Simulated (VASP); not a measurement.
Runs of VASP 6.6.1 on Ti. The structure is that of space group Im-3m (No. 229), or close to it. The cells are those of the table. 

| cell | gap on the mesh (eV) | pressure (GPa) |
| --- | --- | --- |
| a = 2.688 Å, angles 108.8, 108.8, 110.9°, 1 atom | none | 13.1 |
| a = 2.711 Å, angles 109.5°, 1 atom | none | (a) |
| a = 2.850 Å, angles 109.5°, 1 atom | none | -7.5 |
| a = 2.665 Å, angles 110.2, 110.2, 108.1°, 1 atom | none | 17.3 |
| a = 2.919 Å, angles 109.5°, 1 atom | none | -13.0 |
| a = 2.641 Å, angles 109.5°, 1 atom | none | 21.6 |
| a = 2.688 Å, angles 110.9, 110.9, 106.7°, 1 atom | none | (b) |

Alike in all rows: task single point; level PBEsol; potentials or basis VASP PAW PBE potentials, release 64 (Ti_sv); no spin polarisation; k mesh 26 × 26 × 26; cutoff (eV) 520; smearing gaussian 0.15 eV.

Q: Estimate the missing entries.

A: (a) 9.3; (b) 13.3.

Caveats: the PAW data sets were made with another functional, which shifts forces and pressure a little.

A gap of «none» marks levels without a gap at the run's occupations.
